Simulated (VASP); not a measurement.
Write the native input for VASP 6.6.1 that does the following.

```yaml
Task: single point
Functional: PBEsol
Potentials_or_basis: VASP PAW PBE potentials, release 64 (I)
Cutoff: 520 eV
k_mesh: 8 × 8 × 5
Occupations: fermi-dirac, width 0.05 eV
Spin: no spin polarisation
Dipole_correction: no
Further_INCAR_settings: ALGO = Normal; EDIFF = 1e-06; NBANDS = 14
```

The structure of I lies in POSCAR:

```
I
1.0
    3.2843658679      0.0000000000      0.0000000000
   -1.6421829340      2.8443442770      0.0000000000
    0.0000000000      0.0000000000      7.9380829777
I
2
Direct
    0.3333333333      0.6666666667      0.2500000000
    0.6666666667      0.3333333333      0.7500000000
```

These files were run (other wordings do the same):

INCAR

```
SYSTEM = I
PREC     = Accurate       ! precision mode
ENCUT    = 520            ! plane-wave cutoff, eV
EDIFF    = 1E-6           ! SCF threshold, eV
ISMEAR   = -1             ! smearing method
SIGMA    = 0.05           ! smearing width, eV
LREAL    = .False.        ! projectors in reciprocal space
LASPH    = .True.         ! aspherical terms in the spheres
NELM     = 80             ! most SCF steps
ALGO     = Normal         ! electronic algorithm
ISIF     = 2              ! what is computed and relaxed
LWAVE    = .False.        ! write WAVECAR
LCHARG   = .False.        ! write CHGCAR
GGA      = PS             ! functional
NBANDS   = 14             ! bands
```

KPOINTS

```
Automatic mesh
0
Gamma
  8 8 5
  0 0 0
```

Potentials or basis: VASP PAW PBE potentials, release 64 (I).

Run with:

```bash
$ cat potpaw_PBE.64/I/POTCAR > POTCAR
$ mpirun -np 1 vasp_std > vasp.out
```

It gave:

The pressure is 0.0 GPa and the band gap on the k mesh is zero (bands 7 and 8 overlap by 3.16 eV).

Caveat: the PAW data sets were made with another functional, which shifts forces and pressure a little; spin-orbit coupling is left out, which moves the levels of the heavy elements; this functional lacks dispersion, which binds layers or chains, so the pressure and a relaxed spacing across them are unreliable.

Wall time 8.7 s on 1 thread of Intel(R) Xeon(R) 6975P-C (Granite Rapids), with other jobs on the host, peak memory 0.18 GiB.
